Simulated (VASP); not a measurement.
# BaTiO3 (Amm2) in VASP: a series of runs

BaTiO3 is run at these levels: PBE, r2SCAN; tasks: single point.

All numbers are computed with VASP 6.6.1; they aren't measurements. Logs are shortened: lines on timing, memory, paths and dates and some standing lists are left out, and cuts for length are marked.

## (1) The cell of the first run

The structure is orthorhombic, space group Amm2 (No. 38). Conventional cell: a = 3.973 Å, b = 5.781 Å, c = 5.831 Å, α = 90.00°, β = 90.00°, γ = 90.00°. Within 3.7 Å of Ba (site symmetry mm2) lie 12 O at 2.77 to 3.06 Å and 8 Ti at 3.45 to 3.61 Å. Within 2.5 Å of Ti (site symmetry mm2) lie 6 O at 1.85 to 2.27 Å. O (site symmetry m) has 2 Ti at 1.85 to 2.27 Å within 2.5 Å. O (site symmetry mm2) has 2 Ti at 2.00 Å and 3 Ba at 2.77 to 2.89 Å and 8 O at 2.82 to 2.89 Å within 2.9 Å.

## (2) Single point, PBE

Input file INCAR:

```
PREC = Accurate
ENCUT = 520
EDIFF = 1E-6
ISMEAR = -1
SIGMA = 0.02
LREAL = F
LASPH = T
NELM = 80
ALGO = Normal
ISIF = 2
LWAVE = F
LCHARG = T
GGA = PE
LELF = T
LVHAR = T
NBANDS = 28
```

Input file KPOINTS:

```
Automatic mesh
0
Gamma
  6 6 6
```

Input file POSCAR:

```
BaTiO3
1.0
    3.9725052411      0.0000000000      0.0000000000
    0.0000000000      2.8904445217      2.9153854257
    0.0000000000     -2.8904445217      2.9153854257
Ba Ti O
1 1 3
Direct
    0.0000000000      0.0082750975      0.0082750975
    0.5000000000      0.5244580692      0.5244580692
    0.5000000000      0.9731675936      0.4899429173
    0.5000000000      0.4899429173      0.9731675936
    0.0000000000      0.4840563224      0.4840563224
```

Potentials or basis: VASP PAW PBE potentials, release 64 (Ba_sv, Ti_sv, O).

Launch:

```sh
cat potpaw_PBE.64/Ba_sv/POTCAR potpaw_PBE.64/Ti_sv/POTCAR potpaw_PBE.64/O/POTCAR > POTCAR
mpirun -np 1 vasp_std > vasp.out
```

OUTCAR:

```text
PREC = Accurate
   ENCUT = 520
   EDIFF = 1E-6
   ISMEAR = -1
   LREAL = F
   LASPH = T
   NELM = 80
   ISIF = 2
   GGA = PE

 ion  position               nearest neighbor table
   1  0.000  0.008  0.008-   5 2.77   4 2.81   3 2.81   3 2.81   4 2.81   5 2.89   5 2.89   4 2.92
                             3 2.92   3 2.92   4 2.92   5 3.06   2 3.45   2 3.45   2 3.51   2 3.51
   2  0.500  0.524  0.524-   3 1.85   4 1.85   5 2.00   5 2.00   3 2.27   4 2.27   1 3.45   1 3.45
                             1 3.51   1 3.51   1 3.51   1 3.51   1 3.61   1 3.61
   3  0.500  0.973  0.490-   2 1.85   2 2.27   1 2.81   1 2.81   1 2.92   1 2.92
   4  0.500  0.490  0.973-   2 1.85   2 2.27   1 2.81   1 2.81   1 2.92   1 2.92
   5  0.000  0.484  0.484-   2 2.00   2 2.00   1 2.77   1 2.89   1 2.89   1 3.06

  LATTYP: Found a base centered orthorhombic cell.
 ALAT       =     5.7808890434
 B/A-ratio  =     1.0086287434
 C/A-ratio  =     0.6871789462

  Lattice vectors:

 A1 = (   0.0000000000,   2.8904445217,  -2.9153854257)
 A2 = (   0.0000000000,   2.8904445217,   2.9153854257)
 A3 = (   3.9725052411,   0.0000000000,   0.0000000000)

Analysis of symmetry for initial positions (statically):
=====================================================================
 Subroutine PRICEL returns:
 Original cell was already a primitive cell.

 Routine SETGRP: Setting up the symmetry group for a
 base centered orthorhombic supercell.

 Subroutine GETGRP returns: Found  4 space group operations
 (whereof  4 operations were pure point group operations)
 out of a pool of  8 trial point group operations.

The static configuration has the point symmetry C_2v.

Analysis of symmetry for dynamics (positions and initial velocities):
=====================================================================
 Subroutine PRICEL returns:
 Original cell was already a primitive cell.

 Routine SETGRP: Setting up the symmetry group for a
 base centered orthorhombic supercell.

 Subroutine GETGRP returns: Found  4 space group operations
 (whereof  4 operations were pure point group operations)
 out of a pool of  8 trial point group operations.

The dynamic configuration has the point symmetry C_2v.

 Subroutine INISYM returns: Found  4 space group operations
 (whereof  4 operations are pure point group operations),
 and found     1 'primitive' translations

----------------------------------------------------------------------------------------

                                     Primitive cell

  volume of cell :      66.9507

  direct lattice vectors                    reciprocal lattice vectors
     3.972505241  0.000000000  0.000000000     0.251730316  0.000000000  0.000000000
     0.000000000  2.890444522  2.915385426     0.000000000  0.172983773  0.171503910
     0.000000000 -2.890444522  2.915385426     0.000000000 -0.172983773  0.171503910

  length of vectors
     3.972505241  4.105379606  4.105379606     0.251730316  0.243591825  0.243591825

  position of ions in fractional coordinates (direct lattice)
     0.000000000  0.008275097  0.008275097
     0.500000000  0.524458069  0.524458069
     0.500000000  0.973167594  0.489942917
     0.500000000  0.489942917  0.973167594
     0.000000000  0.484056322  0.484056322

  ion indices of the primitive-cell ions
   primitive index   ion index
                 1           1
                 2           2
                 3           3
                 4           4
                 5           5

----------------------------------------------------------------------------------------

 KPOINTS: Automatic mesh

Automatic generation of k-mesh.
 Grid dimensions read from file:
 generate k-points for:    6    6    6

 Generating k-lattice:

  Cartesian coordinates                     Fractional coordinates (reciprocal lattice)
     0.041955053  0.000000000  0.000000000     0.166666667  0.000000000  0.000000000
     0.000000000  0.028830629  0.028583985     0.000000000  0.166666667  0.000000000
     0.000000000 -0.028830629  0.028583985     0.000000000  0.000000000  0.166666667

  Length of vectors
     0.041955053  0.040598637  0.040598637

  Shift w.r.t. Gamma in fractional coordinates (k-lattice)
     0.000000000  0.000000000  0.000000000

 Subroutine IBZKPT returns following result:
 ===========================================

 Found     52 irreducible k-points:

 Following reciprocal coordinates:
            Coordinates               Weight
  0.000000  0.000000  0.000000      1.000000
  0.166667  0.000000  0.000000      2.000000
  0.333333  0.000000  0.000000      2.000000
  0.500000  0.000000  0.000000      1.000000
  0.000000  0.166667 -0.000000      4.000000
  0.166667  0.166667 -0.000000      8.000000
[... 16 lines left out ...]
  0.333333  0.333333  0.166667      8.000000
  0.500000  0.333333  0.166667      4.000000
 [... further k-points ...]
   k-points           NKPTS =     52   k-points in BZ     NKDIM =     52   number of bands    NBANDS=     28
   number of dos      NEDOS =    301   number of ions     NIONS =      5
   total plane-waves  NPLWV =  30720
   dimension x,y,z NGX =    30 NGY =   32 NGZ =   32
   dimension x,y,z NGXF=    60 NGYF=   64 NGZF=   64
   ions per type =               1   1   3
   NGX,Y,Z   is equivalent  to a cutoff of  12.55, 12.96, 12.96 a.u.
   NGXF,Y,Z  is equivalent  to a cutoff of  25.11, 25.92, 25.92 a.u.
 SYSTEM =  unknown system
   PREC   = accura    normal or accurate (medium, high low for compatibility)
   ISTART =      0    job   : 0-new  1-cont  2-samecut
   ICHARG =      2    charge: 1-file 2-atom 10-const
   ISPIN  =      1    spin polarized calculation?
   LNONCOLLINEAR =      F non collinear calculations
   LSORBIT =      F    spin-orbit coupling
   LASPH  =      T    aspherical Exc in radial PAW
   ENCUT  =  520.0 eV  38.22 Ry    6.18 a.u.   7.39  7.63  7.63*2*pi/ulx,y,z
   NELM   =     80;   NELMIN=  2; NELMDL= -5     # of ELM steps
   EDIFF  = 0.1E-05   stopping-criterion for ELM
   LREAL  =      F    real-space projection
   EDIFFG = 0.1E-04   stopping-criterion for IOM
   NSW    =      0    number of steps for IOM
   IBRION =     -1    ionic relax: 0-MD 1-quasi-New 2-CG
   NFREE  =      0    steps in history (QN), initial steepest desc. (CG)
   ISIF   =      2    stress and relaxation
   ISYM   =      2    0-nonsym 1-usesym 2-fastsym
   POTIM  = 0.5000    time-step for ionic-motion
   TEBEG  =    0.0;   TEEND  =   0.0 temperature during run
   PSTRESS=    0.0 pullay stress
   NELECT =      40.0000    total number of electrons
   NUPDOWN=      -1.0000    fix difference up-down
   EMIN   =  10.00;   EMAX   =-10.00  energy-range for DOS
   EFERMI =   0.00;   METHOD = LEGACY
   ISMEAR =    -1;   SIGMA  =   0.02  broadening in eV -4-tet -1-fermi 0-gaus
   EFERMI_NEDOS =   21; number of points for ismear=-14 and -15
   IALGO  =     38    algorithm
   IMIX   =      4    mixing-type and parameters
     AMIX     =   0.40;   BMIX     =  1.00
     AMIX_MAG =   1.60;   BMIX_MAG =  1.00
  volume/ion in A,a.u.               =      13.39        90.36
  Fermi-wavevector in a.u.,A,eV,Ry     =   1.378827  2.605605 25.866907  1.901164
  Thomas-Fermi vector in A             =   2.503853
   LORBIT       =      0    0 simple, 1 ext, 2 COOP (PROOUT), +10 PAW based schemes
   GGA     = PE    functional components
   LHFCALC =     F    Hartree Fock is set to
   AEXX    =    0.0000 exact exchange contribution
   IVDW    =     0    specifies the selected vdW correction
   LEPSILON=     F    determine dielectric tensor
   LRPA    =     F    only Hartree local field effects (RPA)
 non-spin polarized calculation
  energy-cutoff  :      520.00
  volume of cell :       66.95
 maximum number of plane-waves:      1823
 NGX is ok and might be reduce to    30
   NGX = 15   NGY = 15   NGZ = 15

 number of electron      39.9999988 magnetization

 Free energy of the ion-electron system (eV)
  ---------------------------------------------------
  ext. energy  EPLUGINS =         0.00000000
  ---------------------------------------------------
  free energy    TOTEN  =       -40.05260218 eV

  energy without entropy =      -40.05260218  energy(sigma->0) =      -40.05260218

 E-fermi :   4.0172     XC(G=0): -11.0039

 val. band max:        3.5031566877   @ k =   0.5000   0.5000   0.5000
 cond. band min:       5.8489786570   @ k =   0.0000   0.0000   0.0000
 fundamental gap:      2.3458219693
 Fermi energy:         4.0171519645

 k-point     1 :       0.0000    0.0000    0.0000
  band No.  band energies     occupation
      1     -52.8729      2.00000
      2     -29.1548      2.00000
      3     -29.1531      2.00000
      4     -29.0695      2.00000
      5     -21.4792      2.00000
      6     -13.2817      2.00000
[... 20 lines left out ...]
     27       8.6763      0.00000
     28      10.3308      0.00000

 k-point     2 :       0.1667    0.0000    0.0000
  band No.  band energies     occupation
      1     -52.8726      2.00000
      2     -29.1543      2.00000
      3     -29.1526      2.00000
      4     -29.0834      2.00000
      5     -21.4521      2.00000
      6     -13.2902      2.00000
[... 20 lines left out ...]
     27       9.1621      0.00000
     28      10.9949      0.00000

 k-point     3 :       0.3333    0.0000    0.0000
  band No.  band energies     occupation
      1     -52.8720      2.00000
      2     -29.1532      2.00000
      3     -29.1515      2.00000
      4     -29.1110      2.00000
      5     -21.3969      2.00000
      6     -13.3832      2.00000
[... 20 lines left out ...]
     27      10.1479      0.00000
     28      11.5672      0.00000

 k-point     4 :       0.5000    0.0000    0.0000
  band No.  band energies     occupation
      1     -52.8718      2.00000
      2     -29.1525      2.00000
      3     -29.1510      2.00000
      4     -29.1248      2.00000
      5     -21.3688      2.00000
      6     -13.4519      2.00000
[... 20 lines left out ...]
     27      10.9371      0.00000
     28      11.5085      0.00000

 k-point     5 :       0.0000    0.1667   -0.0000
  band No.  band energies     occupation
      1     -52.8727      2.00000
      2     -29.1637      2.00000
      3     -29.1535      2.00000
      4     -29.0691      2.00000
      5     -21.4579      2.00000
      6     -13.2931      2.00000
[... 20 lines left out ...]
     27       9.1320      0.00000
     28      10.9548      0.00000

 k-point     6 :       0.1667    0.1667   -0.0000
  band No.  band energies     occupation
      1     -52.8724      2.00000
      2     -29.1631      2.00000
      3     -29.1530      2.00000
      4     -29.0830      2.00000
      5     -21.4327      2.00000
      6     -13.2690      2.00000
[... 463 lines left out ...]
      5     -21.3991      2.00000
      6     -13.2887      2.00000
[... 20 lines left out ...]
     27      10.6714      0.00000
     28      11.8499      0.00000

 k-point    22 :       0.1667    0.3333    0.1667
  band No.  band energies     occupation
      1     -52.8719      2.00000
      2     -29.1814      2.00000
      3     -29.1616      2.00000
      4     -29.0817      2.00000
      5     -21.3787      2.00000
      6     -13.1968      2.00000
[... 20 lines left out ...]
     27      10.8185      0.00000
     28      11.6489      0.00000

 k-point    23 :       0.3333    0.3333    0.1667
  band No.  band energies     occupation
      1     -52.8714      2.00000
      2     -29.1799      2.00000
      3     -29.1605      2.00000
      4     -29.1089      2.00000
      5     -21.3372      2.00000
      6     -13.0466      2.00000
[... 20 lines left out ...]
     27      11.4477      0.00000
     28      11.6146      0.00000

 k-point    24 :       0.5000    0.3333    0.1667
  band No.  band energies     occupation
      1     -52.8711      2.00000
      2     -29.1791      2.00000
      3     -29.1599      2.00000
      4     -29.1224      2.00000
      5     -21.3161      2.00000
      6     -13.0036      2.00000
[... 20 lines left out ...]
     27      11.4856      0.00000
     28      11.8416      0.00000

 [... further k-points ...]

------------------------ aborting loop because EDIFF is reached ----------------------------------------

  FORCE on cell =-STRESS in cart. coord.  units (eV):
  Direction    XX          YY          ZZ          XY          YZ          ZX
  --------------------------------------------------------------------------------------
  -------------------------------------------------------------------------------------
  Total        0.6390578      0.6738588      0.6519921      0.0000000      0.0000000      0.0000000
  in kB       15.2931030     16.1259161     15.6026307      0.0000000      0.0000000      0.0000000
  external PRESSURE =      15.6738832 kB  Pullay stress =       0.0000000 kB

 VOLUME and BASIS-vectors are now :
 -----------------------------------------------------------------------------
  energy-cutoff  :      520.00
  volume of cell :       66.95
      direct lattice vectors                 reciprocal lattice vectors
     3.972505241  0.000000000  0.000000000     0.251730316  0.000000000  0.000000000
     0.000000000  2.890444522  2.915385426     0.000000000  0.172983773  0.171503910
     0.000000000 -2.890444522  2.915385426     0.000000000 -0.172983773  0.171503910

 POSITION                                       TOTAL-FORCE (eV/Angst)
 -----------------------------------------------------------------------------------
      0.00000      0.00000      0.04825         0.000000      0.000000     -0.045780
      1.98625      0.00000      3.05799         0.000000      0.000000     -0.087614
      1.98625      1.39673      4.26553         0.000000      0.035200      0.056111
      1.98625     -1.39673      4.26553         0.000000     -0.035200      0.056111
      0.00000      0.00000      2.82242         0.000000      0.000000      0.021171
 -----------------------------------------------------------------------------------
    total drift:                                0.000000     -0.000000     -0.000380

  FREE ENERGIE OF THE ION-ELECTRON SYSTEM (eV)
  ---------------------------------------------------
  free  energy   TOTEN  =       -40.0526021831 eV

  energy  without entropy=      -40.0526021831  energy(sigma->0) =      -40.05260218
```

Wall time 58 s (1 thread of Intel Xeon 6975P-C (Granite Rapids), shared host); peak memory 0.24 GiB.

Results:

- Free energy: -40.0526 eV
- Pressure: 1.6 GPa
- Largest force: 0.088 eV/Å
- Band gap on the k mesh: 2.35 eV (least direct gap 2.89 eV)

Forces in eV/Å, atoms in the order of the input:
```
Ba   0.000  0.000 -0.046
Ti   0.000  0.000 -0.088
O    0.000  0.035  0.056
O    0.000 -0.035  0.056
O    0.000  0.000  0.021
```

Caveat: spin-orbit coupling is left out, which moves the levels of the heavy elements. A k mesh can miss the band edges.

## (3) Single point, r2SCAN

This run uses another cell than the first one, of 13.02 Å³/atom.

Input file POSCAR:

```
BaTiO3
1.0
    3.9631984559      0.0000000000      0.0000000000
    0.0000000000      2.8578841584      2.8741958894
    0.0000000000     -2.8578841584      2.8741958894
Ba Ti O
1 1 3
Direct
    0.0000000000      0.0049647913      0.0049647913
    0.5000000000      0.5205652018      0.5205652018
    0.5000000000      0.9767600036      0.4907771774
    0.5000000000      0.4907771774      0.9767600036
    0.0000000000      0.4868328260      0.4868328260
```

Input file INCAR.step1:

```
  PREC = Accurate
  ENCUT = 520
  ISMEAR = -1
  SIGMA = 0.02
  LREAL = False
  LASPH = True
  NELM = 80
  NBANDS = 28
  GGA = PE
  ALGO = Normal
  EDIFF = 1E-4
  LWAVE = True
  LCHARG = False
```

Input file INCAR.step2:

```
  PREC = Accurate
  ENCUT = 520
  EDIFF = 1E-6
  ISMEAR = -1
  SIGMA = 0.02
  LREAL = False
  LASPH = True
  NELM = 80
  ALGO = Normal
  ISIF = 2
  LWAVE = False
  LCHARG = False
  METAGGA = R2SCAN
  LMIXTAU = True
  NBANDS = 28
  ISTART = 1
```

KPOINTS is that of step 2.

Potentials or basis: VASP PAW PBE potentials, release 64 (Ba_sv, Ti_sv, O).

Launch:

```sh
cat potpaw_PBE.64/Ba_sv/POTCAR potpaw_PBE.64/Ti_sv/POTCAR potpaw_PBE.64/O/POTCAR > POTCAR
cp INCAR.step1 INCAR
mpirun -np 1 vasp_std > vasp.out
cp INCAR.step2 INCAR
mpirun -np 1 vasp_std > vasp.out
```

It took 2.6 min on 1 thread of Intel Xeon 6975P-C (Granite Rapids), shared host; peak memory 0.23 GiB.

Results (log left out):

* Free energy: -74.2663 eV
* Pressure: 1.9 GPa
* Largest force: 0.174 eV/Å
* Band gap on the k mesh: 2.64 eV (least direct gap 3.12 eV)

Forces on the atoms (eV/Å):
```
Ba   0.000  0.000 -0.030
Ti   0.000  0.000 -0.174
O    0.000  0.082  0.091
O    0.000 -0.082  0.091
O    0.000  0.000  0.021
```

Stress tensor (GPa, compression positive):
```
1.85 0.00 0.00
0.00 2.03 0.00
0.00 0.00 1.89
```

Levels at points of the mesh, in eV from the valence-band top:
```tsv
k point	band 18	band 19	band 20	band 21	band 22	band 23
(0.00, 0.00, 0.00)	-0.58	-0.55	-0.47	2.64	2.86	2.93
(0.50, 0.00, 0.00)	-1.54	-1.25	-1.14	3.03	4.05	4.26
(0.00, 0.50, 0.00)	-1.69	-1.00	-0.83	2.86	4.12	4.13
(0.50, 0.50, 0.00)	-0.98	-0.94	-0.08	4.16	4.18	4.54
(0.00, 0.50, 0.50)	-0.96	-0.88	-0.29	4.11	4.17	4.44
(0.50, 0.50, 0.50)	-0.21	-0.03	0.00	4.64	4.68	4.82
```

Caveat: the PAW data sets were made with another functional, which shifts forces and pressure a little; spin-orbit coupling is left out, which moves the levels of the heavy elements. A k mesh can miss the band edges.

(Part 1 of 2 ends here.)
